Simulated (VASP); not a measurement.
# Zr12HC12 in VASP: relaxation of the atoms with PBE

Aim: the relaxation of the atoms of Zr12HC12 with PBE.

Everything below comes from runs of VASP 6.6.1. Logs are shortened: lines on timing, memory, paths and dates and some standing lists are left out, and cuts for length are marked.

### 1 The cell of the first run

The cell holds a slab with vacuum, 25 atoms: a = 6.659 Å, b = 6.659 Å, c = 20.114 Å, α = 90.00°, β = 90.00°, γ = 90.00°.

### 2 Relaxation of the atoms, PBE

File INCAR:

```
ALGO     = Normal         # electronic algorithm
DIPOL    = 0.5 0.5 0.319
EDIFF    = 1E-7           # SCF threshold, eV
EDIFFG   = -0.025         # ionic threshold
ENCUT    = 520            # plane-wave cutoff, eV
GGA      = PE             # functional
GGA_COMPAT= False        
IBRION   = 2              # ionic algorithm
IDIPOL   = 3            
ISIF     = 2              # what is computed and relaxed
ISMEAR   = 0              # smearing method
KPAR     = 4            
LASPH    = True           # aspherical terms in the spheres
LCHARG   = False          # write CHGCAR
LDIPOL   = True         
LREAL    = False          # projectors in reciprocal space
LWAVE    = False          # write WAVECAR
NCORE    = 2            
NELM     = 120            # most SCF steps
NELMDL   = -8           
NELMIN   = 4            
NSW      = 36             # ionic steps
PREC     = Accurate       # precision mode
SIGMA    = 0.1            # smearing width, eV
```

File KPOINTS:

```
k-points
0
Gamma
  4 4 1
```

File POSCAR:

```
Zr12HC12
1.0
    6.6589726739      0.0000000000      0.0000000000
    0.0000000000      6.6589726739      0.0000000000
    0.0000000000      0.0000000000     20.1141117803
Zr C H
12 12 1
Selective dynamics
Direct
    0.0000000000      0.0000000000      0.1988653560  F F F
    0.0000000000      0.5000000000      0.1988653560  F F F
    0.5000000000      0.0000000000      0.1988653560  F F F
    0.5000000000      0.5000000000      0.1988653560  F F F
    0.2500000000      0.2500000000      0.3124377509  F F F
    0.2500000000      0.7500000000      0.3124377509  F F F
    0.7500000000      0.2500000000      0.3124377509  F F F
    0.7500000000      0.7500000000      0.3124377509  F F F
    0.0000000000      0.0000000000      0.4247693893  F F F
    0.0000000000      0.5000000000      0.4247693893  F F F
    0.5000000000      0.0000000000      0.4247693893  F F F
    0.5000000000      0.5000000000      0.4247693893  F F F
    0.2500000000      0.2500000000      0.1988653560  F F F
    0.2500000000      0.7500000000      0.1988653560  F F F
    0.7500000000      0.2500000000      0.1988653560  F F F
    0.7500000000      0.7500000000      0.1988653560  F F F
    0.0000000000      0.0000000000      0.3121361490  F F F
    0.0000000000      0.5000000000      0.3121361490  F F F
    0.5000000000      0.0000000000      0.3121361490  F F F
    0.5000000000      0.5000000000      0.3121361490  F F F
    0.2500000000      0.2500000000      0.4282621015  F F F
    0.2500000000      0.7500000000      0.4282621015  F F F
    0.7500000000      0.2500000000      0.4282621015  F F F
    0.7500000000      0.7500000000      0.4282621015  F F F
    0.2500000000      0.2500000000      0.4819557476  F F T
```

Potentials or basis: VASP PAW PBE potentials, release 64 (Zr_sv, C, H).

Command:

```bash
$ cat potpaw_PBE.64/Zr_sv/POTCAR potpaw_PBE.64/C/POTCAR potpaw_PBE.64/H/POTCAR > POTCAR
$ mpirun -np 8 vasp_std > vasp.out
```

OUTCAR:

```text
EDIFF = 1E-7
   EDIFFG = -0.025
   ENCUT = 520
   GGA = PE
   IBRION = 2
   ISIF = 2
   ISMEAR = 0
   LASPH = True
   LREAL = False
   NELM = 120
   NELMDL = -8
   NELMIN = 4
   NSW = 36
   PREC = Accurate

 ion  position               nearest neighbor table
   1  0.000  0.000  0.199-  17 2.28  14 2.35  15 2.35  16 2.35  13 2.35   6 3.28   7 3.28   8 3.28
                             5 3.28   3 3.33   2 3.33   2 3.33   3 3.33
   2  0.000  0.500  0.199-  18 2.28  14 2.35  15 2.35  16 2.35  13 2.35   6 3.28   7 3.28   8 3.28
                             5 3.28   4 3.33   1 3.33   1 3.33   4 3.33
   3  0.500  0.000  0.199-  19 2.28  14 2.35  15 2.35  16 2.35  13 2.35   6 3.28   7 3.28   8 3.28
                             5 3.28   4 3.33   1 3.33   4 3.33   1 3.33
   4  0.500  0.500  0.199-  20 2.28  14 2.35  15 2.35  16 2.35  13 2.35   6 3.28   7 3.28   8 3.28
                             5 3.28   3 3.33   2 3.33   3 3.33   2 3.33
   5  0.250  0.250  0.312-  13 2.28  21 2.33  18 2.35  19 2.35  20 2.35  17 2.35  11 3.26  12 3.26
                             9 3.26  10 3.26   3 3.28   4 3.28   1 3.28   2 3.28   6 3.33   7 3.33
   6  0.250  0.750  0.312-  14 2.28  22 2.33  18 2.35  19 2.35  20 2.35  17 2.35  11 3.26  12 3.26
                             9 3.26  10 3.26   3 3.28   4 3.28   1 3.28   2 3.28   5 3.33   8 3.33
   7  0.750  0.250  0.312-  15 2.28  23 2.33  18 2.35  19 2.35  20 2.35  17 2.35  11 3.26  12 3.26
                             9 3.26  10 3.26   3 3.28   4 3.28   1 3.28   2 3.28   5 3.33   8 3.33
   8  0.750  0.750  0.312-  16 2.28  24 2.33  18 2.35  19 2.35  20 2.35  17 2.35  11 3.26  12 3.26
                             9 3.26  10 3.26   3 3.28   4 3.28   1 3.28   2 3.28   6 3.33   7 3.33
   9  0.000  0.000  0.425-  17 2.27  21 2.36  22 2.36  23 2.36  24 2.36   6 3.26   7 3.26   8 3.26
[... 4 lines left out ...]
                             5 3.26  12 3.33   9 3.33  12 3.33   9 3.33
  12  0.500  0.500  0.425-  20 2.27  21 2.36  22 2.36  23 2.36  24 2.36   6 3.26   7 3.26   8 3.26
                             5 3.26  11 3.33  10 3.33  11 3.33  10 3.33
  13  0.250  0.250  0.199-   5 2.28   2 2.35   3 2.35   4 2.35   1 2.35
  14  0.250  0.750  0.199-   6 2.28   2 2.35   3 2.35   4 2.35   1 2.35
  15  0.750  0.250  0.199-   7 2.28   2 2.35   3 2.35   4 2.35   1 2.35
  16  0.750  0.750  0.199-   8 2.28   2 2.35   3 2.35   4 2.35   1 2.35
  17  0.000  0.000  0.312-   9 2.27   1 2.28   6 2.35   7 2.35   8 2.35   5 2.35
  18  0.000  0.500  0.312-  10 2.27   2 2.28   6 2.35   7 2.35   8 2.35   5 2.35
  19  0.500  0.000  0.312-  11 2.27   3 2.28   6 2.35   7 2.35   8 2.35   5 2.35
  20  0.500  0.500  0.312-  12 2.27   4 2.28   6 2.35   7 2.35   8 2.35   5 2.35
  21  0.250  0.250  0.428-  25 1.08   5 2.33  10 2.36  11 2.36  12 2.36   9 2.36
  22  0.250  0.750  0.428-   6 2.33   9 2.36  10 2.36  11 2.36  12 2.36
  23  0.750  0.250  0.428-   7 2.33   9 2.36  10 2.36  11 2.36  12 2.36
  24  0.750  0.750  0.428-   8 2.33   9 2.36  10 2.36  11 2.36  12 2.36
  25  0.250  0.250  0.482-  21 1.08

  LATTYP: Found a simple tetragonal cell.
 ALAT       =     6.6589726739
 C/A-ratio  =     3.0206028415

  Lattice vectors:

 A1 = (   6.6589726739,   0.0000000000,   0.0000000000)
 A2 = (   0.0000000000,   6.6589726739,   0.0000000000)
 A3 = (   0.0000000000,   0.0000000000,  20.1141117803)

Analysis of symmetry for initial positions (statically):
=====================================================================
 Subroutine PRICEL returns:
 Original cell was already a primitive cell.

 Routine SETGRP: Setting up the symmetry group for a
 simple tetragonal supercell.

 Subroutine GETGRP returns: Found  8 space group operations
 (whereof  2 operations were pure point group operations)
 out of a pool of 16 trial point group operations.

The static configuration has the point symmetry C_1h.
 The point group associated with its full space group is C_4v.

Analysis of symmetry for dynamics (positions and initial velocities):
=====================================================================
 Subroutine PRICEL returns:
 Original cell was already a primitive cell.

 Routine SETGRP: Setting up the symmetry group for a
 simple tetragonal supercell.

 Subroutine GETGRP returns: Found  8 space group operations
 (whereof  2 operations were pure point group operations)
 out of a pool of 16 trial point group operations.

The dynamic configuration has the point symmetry C_1h.
 The point group associated with its full space group is C_4v.

Analysis of constrained symmetry for selective dynamics:
=====================================================================
 Subroutine PRICEL returns:
 Original cell was already a primitive cell.

 Routine SETGRP: Setting up the symmetry group for a
 simple tetragonal supercell.

[... 103 lines left out ...]

 Found      6 irreducible k-points:

 Following reciprocal coordinates:
            Coordinates               Weight
  0.000000  0.000000  0.000000      1.000000
  0.250000  0.000000  0.000000      4.000000
  0.500000  0.000000  0.000000      2.000000
  0.250000  0.250000  0.000000      4.000000
  0.500000  0.250000  0.000000      4.000000
  0.500000  0.500000  0.000000      1.000000
   k-points           NKPTS =      6   k-points in BZ     NKDIM =      6   number of bands    NBANDS=    115
   number of dos      NEDOS =    301   number of ions     NIONS =     25
   total plane-waves  NPLWV = 375000
   dimension x,y,z NGX =    50 NGY =   50 NGZ =  150
   dimension x,y,z NGXF=   100 NGYF=  100 NGZF=  300
   ions per type =              12  12   1
   NGX,Y,Z   is equivalent  to a cutoff of  12.48, 12.48, 12.40 a.u.
   NGXF,Y,Z  is equivalent  to a cutoff of  24.97, 24.97, 24.80 a.u.
 SYSTEM =  unknown system
   PREC   = accura    normal or accurate (medium, high low for compatibility)
   ISTART =      0    job   : 0-new  1-cont  2-samecut
   ICHARG =      2    charge: 1-file 2-atom 10-const
   ISPIN  =      1    spin polarized calculation?
   LNONCOLLINEAR =      F non collinear calculations
   LSORBIT =      F    spin-orbit coupling
   LASPH  =      T    aspherical Exc in radial PAW
   ENCUT  =  520.0 eV  38.22 Ry    6.18 a.u.  12.38 12.38 37.40*2*pi/ulx,y,z
   NELM   =    120;   NELMIN=  4; NELMDL= -8     # of ELM steps
   EDIFF  = 0.1E-06   stopping-criterion for ELM
   LREAL  =      F    real-space projection
   EDIFFG = -.3E-01   stopping-criterion for IOM
   NSW    =     36    number of steps for IOM
   IBRION =      2    ionic relax: 0-MD 1-quasi-New 2-CG
   NFREE  =      1    steps in history (QN), initial steepest desc. (CG)
   ISIF   =      2    stress and relaxation
   ISYM   =      2    0-nonsym 1-usesym 2-fastsym
   POTIM  = 0.5000    time-step for ionic-motion
   TEBEG  =    0.0;   TEEND  =   0.0 temperature during run
   PSTRESS=    0.0 pullay stress
   NELECT =     193.0000    total number of electrons
   NUPDOWN=      -1.0000    fix difference up-down
   EMIN   =  10.00;   EMAX   =-10.00  energy-range for DOS
   EFERMI =   0.00;   METHOD = LEGACY
   ISMEAR =     0;   SIGMA  =   0.10  broadening in eV -4-tet -1-fermi 0-gaus
   EFERMI_NEDOS =   21; number of points for ismear=-14 and -15
   IALGO  =     38    algorithm
   IMIX   =      4    mixing-type and parameters
     AMIX     =   0.40;   BMIX     =  1.00
     AMIX_MAG =   1.60;   BMIX_MAG =  1.00
  volume/ion in A,a.u.               =      35.68       240.75
  Fermi-wavevector in a.u.,A,eV,Ry     =   0.982854  1.857324 13.143244  0.966001
  Thomas-Fermi vector in A             =   2.113968
   LORBIT       =      0    0 simple, 1 ext, 2 COOP (PROOUT), +10 PAW based schemes
   GGA     = PE    functional components
   LHFCALC =     F    Hartree Fock is set to
   AEXX    =    0.0000 exact exchange contribution
   IVDW    =     0    specifies the selected vdW correction
   LEPSILON=     F    determine dielectric tensor
   LRPA    =     F    only Hartree local field effects (RPA)
 conjugate gradient relaxation of ions
 non-spin polarized calculation
 Gauss-broadening in eV      SIGMA  =   0.10
  energy-cutoff  :      520.00
  volume of cell :      891.90
 maximum number of plane-waves:     24115
 NGX is ok and might be reduce to    50
   NGX = 25   NGY = 25   NGZ = 75

 dipolmoment           0.000000      0.000000      0.090506 electrons x Angstroem

--------------------------------------- Ionic step        1  -------------------------------------------

 number of electron     192.9999999 magnetization

 Free energy of the ion-electron system (eV)
  ---------------------------------------------------
  ext. energy  EPLUGINS =         0.00000000
  ---------------------------------------------------
  free energy    TOTEN  =      -228.27387688 eV

  energy without entropy =     -228.25331097  energy(sigma->0) =     -228.26359392

------------------------ aborting loop because EDIFF is reached ----------------------------------------

  FORCE on cell =-STRESS in cart. coord.  units (eV):
  Direction    XX          YY          ZZ          XY          YZ          ZX
  --------------------------------------------------------------------------------------
  -------------------------------------------------------------------------------------
  Total      -10.4562798    -10.4562798      0.0030083      0.0000000     -0.0000000     -0.0000000
  in kB      -18.7833242    -18.7833242      0.0054041      0.0000000     -0.0000000     -0.0000000
  external PRESSURE =     -12.5204148 kB  Pullay stress =       0.0000000 kB
[... 105 lines left out ...]
--------------------------------------- Ionic step        3  -------------------------------------------

 number of electron     192.9999999 magnetization

 dipolmoment           0.000000      0.000000     -0.091408 electrons x Angstroem

 Free energy of the ion-electron system (eV)
  ---------------------------------------------------
  ext. energy  EPLUGINS =         0.00000000
  ---------------------------------------------------
  free energy    TOTEN  =      -228.31790513 eV

  energy without entropy =     -228.29767423  energy(sigma->0) =     -228.30778968

 E-fermi :   1.2818     XC(G=0):  -5.1281

 val. band max:        1.2196065478   @ k =   0.2500   0.2500   0.0000
 cond. band min:       1.3328987491   @ k =   0.0000   0.0000   0.0000
 fundamental gap:      0.1132922013
 Fermi energy:         1.2818259390

 k-point     1 :       0.0000    0.0000    0.0000
  band No.  band energies     occupation
      1     -47.2086      2.00000
      2     -47.1707      2.00000
      3     -47.1707      2.00000
      4     -47.1391      2.00000
      5     -47.0947      2.00000
      6     -47.0553      2.00000
[... 655 lines left out ...]
    107       3.8419      0.00000
    108       3.8419      0.00000
 [bands above 108 left out]

------------------------ aborting loop because EDIFF is reached ----------------------------------------

 vacuum level on the upper side and lower side of the slab       (xc-potential included)        -0.238         0.160

  FORCE on cell =-STRESS in cart. coord.  units (eV):
  Direction    XX          YY          ZZ          XY          YZ          ZX
  --------------------------------------------------------------------------------------
  -------------------------------------------------------------------------------------
  Total      -10.4671673    -10.4671673     -1.8065854      0.0000000      0.0000000      0.0000000
  in kB      -18.8028822    -18.8028822     -3.2452918      0.0000000      0.0000000      0.0000000
  external PRESSURE =     -13.6170188 kB  Pullay stress =       0.0000000 kB
[... 40 lines left out ...]
  FREE ENERGIE OF THE ION-ELECTRON SYSTEM (eV)
  ---------------------------------------------------
  free  energy   TOTEN  =      -228.3179051261 eV

  energy  without entropy=     -228.2976742276  energy(sigma->0) =     -228.30778968

 reached required accuracy - stopping structural energy minimisation

 vacuum level on the upper side and lower side of the slab         4.391         4.775
```

Run time: 19 min. Hardware: 8 MPI ranks of Intel Xeon Platinum 8259CL at 2.50GHz (Skylake/Cascade Lake), shared host; peak memory 0.72 GiB.

Results:

```yaml
Free_energy: -228.3179 eV
Energy_gained_by_relaxing: 1.8 meV/atom
Ionic_steps: 3
Band_gap_on_the_k_mesh: zero (an odd number of electrons rules out a gap without spin polarisation)
```

Step by step:
| step | energy change (eV) | largest force on free atoms (eV/Å) | pressure (GPa) |
| --- | --- | --- | --- |
| 1 | 0.0000 | 1.6686 | -1.25 |
| 2 | -0.0366 | 0.5831 | -1.40 |
| 3 | -0.0440 | 0.0033 | -1.36 |

Final structure:
```yaml
crystal:
  lattice:
    - [6.65897, 0.00000, 0.00000]
    - [0.00000, 6.65897, 0.00000]
    - [0.00000, 0.00000, 20.11411]
  atoms:
    - { symbol: Zr, position: [0.00000, 0.00000, 0.19887] }
    - { symbol: Zr, position: [0.00000, 0.50000, 0.19887] }
    - { symbol: Zr, position: [0.50000, 0.00000, 0.19887] }
    - { symbol: Zr, position: [0.50000, 0.50000, 0.19887] }
    - { symbol: Zr, position: [0.25000, 0.25000, 0.31244] }
    - { symbol: Zr, position: [0.25000, 0.75000, 0.31244] }
    - { symbol: Zr, position: [0.75000, 0.25000, 0.31244] }
    - { symbol: Zr, position: [0.75000, 0.75000, 0.31244] }
    - { symbol: Zr, position: [0.00000, 0.00000, 0.42477] }
    - { symbol: Zr, position: [0.00000, 0.50000, 0.42477] }
    - { symbol: Zr, position: [0.50000, 0.00000, 0.42477] }
    - { symbol: Zr, position: [0.50000, 0.50000, 0.42477] }
    - { symbol: C, position: [0.25000, 0.25000, 0.19887] }
    - { symbol: C, position: [0.25000, 0.75000, 0.19887] }
    - { symbol: C, position: [0.75000, 0.25000, 0.19887] }
    - { symbol: C, position: [0.75000, 0.75000, 0.19887] }
    - { symbol: C, position: [0.00000, 0.00000, 0.31214] }
    - { symbol: C, position: [0.00000, 0.50000, 0.31214] }
    - { symbol: C, position: [0.50000, 0.00000, 0.31214] }
    - { symbol: C, position: [0.50000, 0.50000, 0.31214] }
    - { symbol: C, position: [0.25000, 0.25000, 0.42826] }
    - { symbol: C, position: [0.25000, 0.75000, 0.42826] }
    - { symbol: C, position: [0.75000, 0.25000, 0.42826] }
    - { symbol: C, position: [0.75000, 0.75000, 0.42826] }
    - { symbol: H, position: [0.25000, 0.25000, 0.48472] }
```

Levels at points of the mesh, in eV from the Fermi level:
```csv
k point,band 92,band 93,band 94,band 95,band 96,band 97,band 98,band 99,band 100,band 101
"(0.00, 0.00, 0.00)",-0.38,-0.38,-0.14,-0.14,-0.08,-0.08,0.05,0.62,0.73,0.73
"(0.50, 0.00, 0.00)",-1.54,-1.41,-1.38,-1.37,-1.29,0.40,0.54,1.27,1.40,1.42
"(0.50, 0.50, 0.00)",-1.36,-1.02,-1.02,-0.94,-0.88,0.35,0.35,0.42,0.46,1.90
```
